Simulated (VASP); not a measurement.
# Ni (Fm-3m) in VASP: further runs

Runs on Ni. Level: PBE. Tasks: single point.

Program: VASP 6.6.1. These are calculated values, not measurements. Logs are shortened: lines on timing, memory, paths and dates and some standing lists are left out, and cuts for length are marked.

## 1. The cell of the first run

The structure is cubic, space group Fm-3m (No. 225). Conventional cell: a = 3.293 Å, b = 3.293 Å, c = 3.293 Å, α = 90.00°, β = 90.00°, γ = 90.00°. Ni (site symmetry m-3m) has 12 Ni at 2.33 Å within 3.1 Å.

## 2. Single point, PBE

INCAR reads:

```
SYSTEM = Ni
PREC = Accurate ; ENCUT = 520
EDIFF = 1E-6 ; ISMEAR = 0
SIGMA = 0.15 ; LREAL = .False.
LASPH = .True. ; NELM = 100
ALGO = Normal ; ISIF = 2
LWAVE = .False. ; LCHARG = .True.
GGA = PE ; LELF = .True.
LVHAR = .True. ; NBANDS = 11
```

KPOINTS reads:

```
regular mesh
0
Gamma
  24 24 24
  0 0 0
```

POSCAR reads:

```
Ni
1.0
    0.0000000000      1.6465492621      1.6465492621
    1.6465492621      0.0000000000      1.6465492621
    1.6465492621      1.6465492621      0.0000000000
Ni
1
Direct
    0.0000000000      0.0000000000      0.0000000000
```

Potentials or basis: VASP PAW PBE potentials, release 64 (Ni).

On the command line:

```console
$ cat potpaw_PBE.64/Ni/POTCAR > POTCAR
$ mpirun -np 1 vasp_std > vasp.out
```

OUTCAR:

```text
SYSTEM = Ni
   PREC = Accurate
   ENCUT = 520
   EDIFF = 1E-6
   ISMEAR = 0
   LREAL = .False.
   LASPH = .True.
   NELM = 100
   ISIF = 2
   GGA = PE

 ion  position               nearest neighbor table
   1  0.000  0.000  0.000-

  LATTYP: Found a face centered cubic cell.
 ALAT       =     3.2930985242

  Lattice vectors:

 A1 = (   0.0000000000,   1.6465492621,   1.6465492621)
 A2 = (   1.6465492621,   0.0000000000,   1.6465492621)
 A3 = (   1.6465492621,   1.6465492621,   0.0000000000)

Analysis of symmetry for initial positions (statically):
=====================================================================
 Subroutine PRICEL returns:
 Original cell was already a primitive cell.

 Routine SETGRP: Setting up the symmetry group for a
 face centered cubic supercell.

 Subroutine GETGRP returns: Found 48 space group operations
 (whereof 48 operations were pure point group operations)
 out of a pool of 48 trial point group operations.

The static configuration has the point symmetry O_h .

Analysis of symmetry for dynamics (positions and initial velocities):
=====================================================================
 Subroutine PRICEL returns:
 Original cell was already a primitive cell.

 Routine SETGRP: Setting up the symmetry group for a
 face centered cubic supercell.

 Subroutine GETGRP returns: Found 48 space group operations
 (whereof 48 operations were pure point group operations)
 out of a pool of 48 trial point group operations.

The dynamic configuration has the point symmetry O_h .

 Subroutine INISYM returns: Found 48 space group operations
 (whereof 48 operations are pure point group operations),
 and found     1 'primitive' translations

----------------------------------------------------------------------------------------

                                     Primitive cell

  volume of cell :       8.9280

  direct lattice vectors                    reciprocal lattice vectors
     0.000000000  1.646549262  1.646549262    -0.303665376  0.303665376  0.303665376
     1.646549262  0.000000000  1.646549262     0.303665376 -0.303665376  0.303665376
     1.646549262  1.646549262  0.000000000     0.303665376  0.303665376 -0.303665376

  length of vectors
     2.328572298  2.328572298  2.328572298     0.525963859  0.525963859  0.525963859

  position of ions in fractional coordinates (direct lattice)
     0.000000000  0.000000000  0.000000000

  ion indices of the primitive-cell ions
   primitive index   ion index
                 1           1

----------------------------------------------------------------------------------------

 KPOINTS: regular mesh

Automatic generation of k-mesh.
 Grid dimensions read from file:
 generate k-points for:   24   24   24

 Generating k-lattice:

  Cartesian coordinates                     Fractional coordinates (reciprocal lattice)
    -0.012652724  0.012652724  0.012652724     0.041666667  0.000000000  0.000000000
     0.012652724 -0.012652724  0.012652724     0.000000000  0.041666667  0.000000000
     0.012652724  0.012652724 -0.012652724     0.000000000  0.000000000  0.041666667

  Length of vectors
     0.021915161  0.021915161  0.021915161

  Shift w.r.t. Gamma in fractional coordinates (k-lattice)
     0.000000000  0.000000000  0.000000000

 Subroutine IBZKPT returns following result:
 ===========================================

 Found    413 irreducible k-points:

 Following reciprocal coordinates:
            Coordinates               Weight
  0.000000  0.000000  0.000000      1.000000
  0.041667  0.000000  0.000000      8.000000
  0.083333  0.000000  0.000000      8.000000
  0.125000  0.000000  0.000000      8.000000
  0.166667  0.000000  0.000000      8.000000
  0.208333  0.000000  0.000000      8.000000
[... 16 lines left out ...]
  0.416667  0.041667  0.000000     24.000000
  0.458333  0.041667  0.000000     24.000000
 [... further k-points ...]
   k-points           NKPTS =    413   k-points in BZ     NKDIM =    413   number of bands    NBANDS=     11
   number of dos      NEDOS =    301   number of ions     NIONS =      1
   total plane-waves  NPLWV =   5832
   dimension x,y,z NGX =    18 NGY =   18 NGZ =   18
   dimension x,y,z NGXF=    36 NGYF=   36 NGZF=   36
   ions per type =               1
   NGX,Y,Z   is equivalent  to a cutoff of  12.85, 12.85, 12.85 a.u.
   NGXF,Y,Z  is equivalent  to a cutoff of  25.70, 25.70, 25.70 a.u.
 SYSTEM =  Ni
   PREC   = accura    normal or accurate (medium, high low for compatibility)
   ISTART =      0    job   : 0-new  1-cont  2-samecut
   ICHARG =      2    charge: 1-file 2-atom 10-const
   ISPIN  =      1    spin polarized calculation?
   LNONCOLLINEAR =      F non collinear calculations
   LSORBIT =      F    spin-orbit coupling
   LASPH  =      T    aspherical Exc in radial PAW
   ENCUT  =  520.0 eV  38.22 Ry    6.18 a.u.   4.33  4.33  4.33*2*pi/ulx,y,z
   NELM   =    100;   NELMIN=  2; NELMDL= -5     # of ELM steps
   EDIFF  = 0.1E-05   stopping-criterion for ELM
   LREAL  =      F    real-space projection
   EDIFFG = 0.1E-04   stopping-criterion for IOM
   NSW    =      0    number of steps for IOM
   IBRION =     -1    ionic relax: 0-MD 1-quasi-New 2-CG
   NFREE  =      0    steps in history (QN), initial steepest desc. (CG)
   ISIF   =      2    stress and relaxation
   ISYM   =      2    0-nonsym 1-usesym 2-fastsym
   POTIM  = 0.5000    time-step for ionic-motion
   TEBEG  =    0.0;   TEEND  =   0.0 temperature during run
   PSTRESS=    0.0 pullay stress
   NELECT =      10.0000    total number of electrons
   NUPDOWN=      -1.0000    fix difference up-down
   EMIN   =  10.00;   EMAX   =-10.00  energy-range for DOS
   EFERMI =   0.00;   METHOD = LEGACY
   ISMEAR =     0;   SIGMA  =   0.15  broadening in eV -4-tet -1-fermi 0-gaus
   EFERMI_NEDOS =   21; number of points for ismear=-14 and -15
   IALGO  =     38    algorithm
   IMIX   =      4    mixing-type and parameters
     AMIX     =   0.40;   BMIX     =  1.00
     AMIX_MAG =   1.60;   BMIX_MAG =  1.00
  volume/ion in A,a.u.               =       8.93        60.25
  Fermi-wavevector in a.u.,A,eV,Ry     =   1.700161  3.212839 39.328295  2.890548
  Thomas-Fermi vector in A             =   2.780347
   LORBIT       =      0    0 simple, 1 ext, 2 COOP (PROOUT), +10 PAW based schemes
   GGA     = PE    functional components
   LHFCALC =     F    Hartree Fock is set to
   AEXX    =    0.0000 exact exchange contribution
   IVDW    =     0    specifies the selected vdW correction
   LEPSILON=     F    determine dielectric tensor
   LRPA    =     F    only Hartree local field effects (RPA)
 non-spin polarized calculation
 Gauss-broadening in eV      SIGMA  =   0.15
  energy-cutoff  :      520.00
  volume of cell :        8.93
 maximum number of plane-waves:       259
 NGX is ok and might be reduce to    18
   NGX =  9   NGY =  9   NGZ =  9

 number of electron      10.0000001 magnetization

 Free energy of the ion-electron system (eV)
  ---------------------------------------------------
  ext. energy  EPLUGINS =         0.00000000
  ---------------------------------------------------
  free energy    TOTEN  =        -5.12907028 eV

  energy without entropy =       -5.09662170  energy(sigma->0) =       -5.11284599

 E-fermi :  12.3433     XC(G=0): -14.4645

 val. band max:       12.3410296854   @ k =  -0.4167   0.3750   0.0000
 cond. band min:      12.3442163108   @ k =   0.4583   0.1250   0.0000
 fundamental gap:      0.0031866254
 Fermi energy:        12.3432746615

 k-point     1 :       0.0000    0.0000    0.0000
  band No.  band energies     occupation
      1       2.0090      2.00000
      2       9.8584      2.00000
      3       9.8584      2.00000
      4       9.8584      2.00000
      5      11.3357      2.00000
      6      11.3357      2.00000
      7      37.7965      0.00000
      8      43.3038      0.00000
      9      43.3038      0.00000
     10      43.3038      0.00000
     11      47.2767      0.00000

 k-point     2 :       0.0417    0.0000    0.0000
  band No.  band energies     occupation
      1       2.0883      2.00000
      2       9.8321      2.00000
      3       9.8794      2.00000
      4       9.8794      2.00000
      5      11.3257      2.00000
      6      11.3257      2.00000
      7      37.6858      0.00000
      8      42.1906      0.00000
      9      43.1867      0.00000
     10      43.1867      0.00000
     11      47.4625      0.00000

 k-point     3 :       0.0833    0.0000    0.0000
  band No.  band energies     occupation
      1       2.3238      2.00000
      2       9.7574      2.00000
      3       9.9379      2.00000
      4       9.9379      2.00000
      5      11.3004      2.00000
      6      11.3004      2.00000
      7      37.1490      0.00000
      8      40.4782      0.00000
      9      42.8974      0.00000
     10      42.8974      0.00000
     11      47.8743      0.00000

 k-point     4 :       0.1250    0.0000    0.0000
  band No.  band energies     occupation
      1       2.7081      2.00000
      2       9.6467      2.00000
      3      10.0191      2.00000
      4      10.0191      2.00000
      5      11.2746      2.00000
      6      11.2746      2.00000
      7      35.7244      0.00000
      8      39.4510      0.00000
      9      42.5415      0.00000
     10      42.5415      0.00000
     11      47.7288      0.00000
[... 239 lines left out ...]
 k-point    22 :       0.3750    0.0417    0.0000
  band No.  band energies     occupation
      1       6.2264      2.00000
      2       9.8582      2.00000
      3       9.9374      2.00000
      4       9.9746      2.00000
      5      12.0051      1.99857
      6      12.0717      1.98955
      7      23.7462      0.00000
      8      36.6701      0.00000
      9      39.5727      0.00000
     10      41.9833      0.00000
     11      44.2762      0.00000

 k-point    23 :       0.4167    0.0417    0.0000
  band No.  band energies     occupation
      1       6.5144      2.00000
      2       9.8089      2.00000
      3       9.9024      2.00000
      4      10.4891      2.00000
      5      12.2167      1.76713
      6      12.2931      1.36365
      7      22.0444      0.00000
      8      36.3318      0.00000
      9      39.6078      0.00000
     10      41.2702      0.00000
     11      44.2040      0.00000

 k-point    24 :       0.4583    0.0417    0.0000
  band No.  band energies     occupation
      1       6.6516      2.00000
      2       9.7584      2.00000
      3       9.8486      2.00000
      4      11.0410      2.00000
      5      12.3077      1.26233
      6      12.5967      0.01688
      7      20.7184      0.00000
      8      36.0927      0.00000
      9      39.7783      0.00000
     10      40.6470      0.00000
     11      44.2686      0.00000

 [... further k-points ...]
[... 5 lines left out ...]
  --------------------------------------------------------------------------------------
  -------------------------------------------------------------------------------------
  Total        3.4465063      3.4465063      3.4465063      0.0000000      0.0000000      0.0000000
  in kB      618.4939740    618.4939740    618.4939740      0.0000000      0.0000000      0.0000000
  external PRESSURE =     618.4939740 kB  Pullay stress =       0.0000000 kB

 VOLUME and BASIS-vectors are now :
 -----------------------------------------------------------------------------
  energy-cutoff  :      520.00
  volume of cell :        8.93
      direct lattice vectors                 reciprocal lattice vectors
     0.000000000  1.646549262  1.646549262    -0.303665376  0.303665376  0.303665376
     1.646549262  0.000000000  1.646549262     0.303665376 -0.303665376  0.303665376
     1.646549262  1.646549262  0.000000000     0.303665376  0.303665376 -0.303665376

 POSITION                                       TOTAL-FORCE (eV/Angst)
 -----------------------------------------------------------------------------------
      0.00000      0.00000      0.00000         0.000000      0.000000      0.000000
 -----------------------------------------------------------------------------------
    total drift:                                0.000000     -0.000000      0.000000

  FREE ENERGIE OF THE ION-ELECTRON SYSTEM (eV)
  ---------------------------------------------------
  free  energy   TOTEN  =        -5.1290702820 eV

  energy  without entropy=       -5.0966216985  energy(sigma->0) =       -5.11284599
```

Wall time 26 s (1 thread of AMD EPYC 9R45 (Zen 5), shared host); peak memory 0.12 GiB.

Results:

```
Free energy            : -5.1291 eV
Pressure               : 61.8 GPa
Band gap on the k mesh : zero (band 5 reaches 12.58 eV, above the bottom of band 6 at 11.27 eV)
```

Caveat: the run has no spin polarisation, though such a crystal can be magnetic. Spin polarisation is off, so any magnetic state and its effect on volume and gap are missing.

## 3. Single point, PBE

This run uses another cell than the first one, of 9.58 Å³/atom, 1.073 times its volume.

INCAR reads:

```
PREC = Accurate ; ENCUT = 520
EDIFF = 1E-7 ; ISMEAR = 0
SIGMA = 0.15 ; LREAL = False
LASPH = True ; NELM = 80
ALGO = Fast ; ISIF = 2
LWAVE = False ; LCHARG = False
GGA = PE ; NBANDS = 11
```

KPOINTS reads:

```
regular mesh
0
Gamma
  24 24 24
```

POSCAR reads:

```
Ni
1.0
    0.0000000000      1.6857517331      1.6857517331
    1.6857517331      0.0000000000      1.6857517331
    1.6857517331      1.6857517331      0.0000000000
Ni
1
Direct
    0.0000000000      0.0000000000      0.0000000000
```

Potentials or basis: VASP PAW PBE potentials, release 64 (Ni).

On the command line:

```console
$ cat potpaw_PBE.64/Ni/POTCAR > POTCAR
$ mpirun -np 1 vasp_std > vasp.out
```

It took 36 s on 1 thread of AMD EPYC 9R45 (Zen 5), shared host; peak memory 0.12 GiB.

The run converged. Its results:

```yaml
Free_energy: -5.3188 eV
Pressure: 33.1 GPa
Band_gap_on_the_k_mesh: zero (band 5 reaches 11.35 eV, above the bottom of band 6 at 10.18 eV)
```

Levels at points of the mesh, in eV from the Fermi level:
```
           k point  band 2  band 3  band 4  band 5  band 6  band 7  band 8  band 9
(0.00, 0.00, 0.00)   -2.24   -2.24   -2.24   -0.91   -0.91   24.89   29.82   29.82
(0.50, 0.00, 0.00)   -2.30   -2.30   -0.39   -0.02   -0.02    7.02   23.32   27.18
(0.50, 0.50, 0.00)   -4.45   -0.03    0.21    0.21    2.69   10.71   16.23   16.23
```

Caveat: the run has no spin polarisation, though such a crystal can be magnetic. Spin polarisation is off, so any magnetic state and its effect on volume and gap are missing.

## 4. Single point, PBE

This run uses another cell than the first one, of 10.23 Å³/atom, 1.146 times its volume.

INCAR reads:

```
SYSTEM = Ni
ALGO = Normal
EDIFF = 1E-7
ENCUT = 520
GGA = PE
ISIF = 2
ISMEAR = 0
LASPH = .TRUE.
LCHARG = .FALSE.
LREAL = .FALSE.
LWAVE = .FALSE.
NBANDS = 11
NELM = 80
PREC = Accurate
SIGMA = 0.15
```

KPOINTS reads:

```
k-points
0
G
  24 24 24
  0 0 0
```

POSCAR reads:

```
Ni
1.0
    0.0000000000      1.7232110558      1.7232110558
    1.7232110558      0.0000000000      1.7232110558
    1.7232110558      1.7232110558      0.0000000000
Ni
1
Direct
    0.0000000000      0.0000000000      0.0000000000
```

On the command line:

```console
$ cat potpaw_PBE.64/Ni/POTCAR > POTCAR
$ mpirun -np 1 vasp_std > vasp.out
```

It took 26 s on 1 thread of AMD EPYC 9R45 (Zen 5), shared host; peak memory 0.12 GiB.

The run converged. Its results:

| Item | Value |
| --- | --- |
| Free energy | -5.4104 eV |
| Pressure | 13.1 GPa |
| Band gap on the k mesh | zero (band 5 reaches 10.28 eV, above the bottom of band 6 at 9.22 eV) |

Levels at points of the mesh, in eV from the Fermi level:
```tsv
k point	band 1	band 2	band 3	band 4	band 5	band 6	band 7	band 8	band 9	band 10
(0.00, 0.00, 0.00)	-9.28	-2.03	-2.03	-2.03	-0.83	-0.83	24.34	28.75	28.75	28.75
(0.50, 0.00, 0.00)	-4.78	-2.08	-2.08	-0.26	-0.02	-0.02	6.51	22.81	25.98	25.98
(0.50, 0.50, 0.00)	-4.67	-4.03	-0.03	0.19	0.19	2.65	10.09	15.59	15.59	20.79
```

Caveat: the run has no spin polarisation, though such a crystal can be magnetic.

## 5. Single point, PBE

This run uses another cell than the first one, of 10.89 Å³/atom, 1.219 times its volume.

INCAR reads:

```
PREC     = Accurate       # precision mode
ENCUT    = 520            # plane-wave cutoff, eV
EDIFF    = 1E-6           # SCF threshold, eV
ISMEAR   = 0              # smearing method
SIGMA    = 0.15           # smearing width, eV
LREAL    = F              # projectors in reciprocal space
LASPH    = T              # aspherical terms in the spheres
NELM     = 80             # most SCF steps
ALGO     = Fast           # electronic algorithm
ISIF     = 2              # what is computed and relaxed
LWAVE    = F              # write WAVECAR
LCHARG   = F              # write CHGCAR
GGA      = PE             # functional
NBANDS   = 11             # bands
```

KPOINTS reads:

```
Automatic mesh
0
Gamma
  24 24 24
```

POSCAR reads:

```
Ni
1.0
    0.0000000000      1.7591360705      1.7591360705
    1.7591360705      0.0000000000      1.7591360705
    1.7591360705      1.7591360705      0.0000000000
Ni
1
Direct
    0.0000000000      0.0000000000      0.0000000000
```

On the command line:

```console
$ cat potpaw_PBE.64/Ni/POTCAR > POTCAR
$ mpirun -np 1 vasp_std > vasp.out
```

Wall time 39 s (1 thread of AMD EPYC 9R45 (Zen 5), shared host); peak memory 0.13 GiB.

It converged, with:

```
Free energy            : -5.4334 eV
Pressure               : -0.4 GPa
Band gap on the k mesh : zero (band 5 reaches 9.35 eV, above the bottom of band 6 at 8.38 eV)
```

Levels at points of the mesh, in eV from the Fermi level:
```tsv
k point	band 2	band 3	band 4	band 5	band 6	band 7	band 8	band 9
(0.00, 0.00, 0.00)	-1.85	-1.85	-1.85	-0.75	-0.75	23.82	27.75	27.75
(0.50, 0.00, 0.00)	-1.90	-1.90	-0.14	-0.02	-0.02	6.06	22.32	24.89
(0.50, 0.50, 0.00)	-3.68	-0.03	0.17	0.17	2.61	9.53	15.01	15.01
```

Caveat: the run has no spin polarisation, though such a crystal can be magnetic.

## 6. Single point, PBE

This run uses another cell than the first one, of 11.54 Å³/atom, 1.293 times its volume.

INCAR reads:

```
ALGO = Normal
EDIFF = 1E-6
ENCUT = 520
GGA = PE
ISIF = 2
ISMEAR = 0
LASPH = True
LCHARG = True
LELF = True
LREAL = False
LVHAR = True
LWAVE = False
NBANDS = 11
NELM = 100
PREC = Accurate
SIGMA = 0.15
```

KPOINTS reads:

```
k-points
0
Gamma
  24 24 24
```

POSCAR reads:

```
Ni
1.0
    0.0000000000      1.7936504678      1.7936504678
    1.7936504678      0.0000000000      1.7936504678
    1.7936504678      1.7936504678      0.0000000000
Ni
1
Direct
    0.0000000000      0.0000000000      0.0000000000
```

Potentials or basis: VASP PAW PBE potentials, release 64 (Ni).

On the command line:

```console
$ cat potpaw_PBE.64/Ni/POTCAR > POTCAR
$ mpirun -np 1 vasp_std > vasp.out
```

Wall time 33 s (1 thread of AMD EPYC 9R45 (Zen 5), shared host); peak memory 0.14 GiB.

It converged, with:

| Quantity | Value |
| --- | --- |
| Free energy | -5.4084 eV |
| Pressure | -10.7 GPa |
| Band gap on the k mesh | zero (band 5 reaches 8.52 eV, above the bottom of band 6 at 7.64 eV) |

Levels at points of the mesh, in eV from the Fermi level:
| k point | band 1 | band 2 | band 3 | band 4 | band 5 | band 6 | band 7 | band 8 | band 9 | band 10 |
| --- | --- | --- | --- | --- | --- | --- | --- | --- | --- | --- |
| (0.00, 0.00, 0.00) | -8.43 | -1.70 | -1.70 | -1.70 | -0.69 | -0.69 | 23.32 | 26.81 | 26.81 | 26.81 |
| (0.50, 0.00, 0.00) | -4.10 | -1.74 | -1.74 | -0.03 | -0.02 | -0.02 | 5.67 | 21.85 | 23.90 | 23.90 |
| (0.50, 0.50, 0.00) | -3.92 | -3.37 | -0.03 | 0.15 | 0.15 | 2.59 | 9.02 | 14.48 | 14.48 | 19.28 |

Caveat: the run has no spin polarisation, though such a crystal can be magnetic. Spin polarisation is off, so any magnetic state and its effect on volume and gap are missing.

## 7. Overview

| cell | gap on the mesh (eV) | pressure (GPa) |
| --- | --- | --- |
| a = 2.329 Å, angles 60.0°, 1 atom | none | 61.8 |
| a = 2.384 Å, angles 60.0°, 1 atom | none | 33.1 |
| a = 2.437 Å, angles 60.0°, 1 atom | none | 13.1 |
| a = 2.488 Å, angles 60.0°, 1 atom | none | -0.4 |
| a = 2.537 Å, angles 60.0°, 1 atom | none | -10.7 |

Alike in all rows: task single point; level PBE; potentials or basis VASP PAW PBE potentials, release 64 (Ni); no spin polarisation; k mesh 24 × 24 × 24; cutoff (eV) 520; smearing gaussian 0.15 eV.

Caveats: the run has no spin polarisation, though such a crystal can be magnetic.

Absolute energies hang on the potentials; compare differences alone.
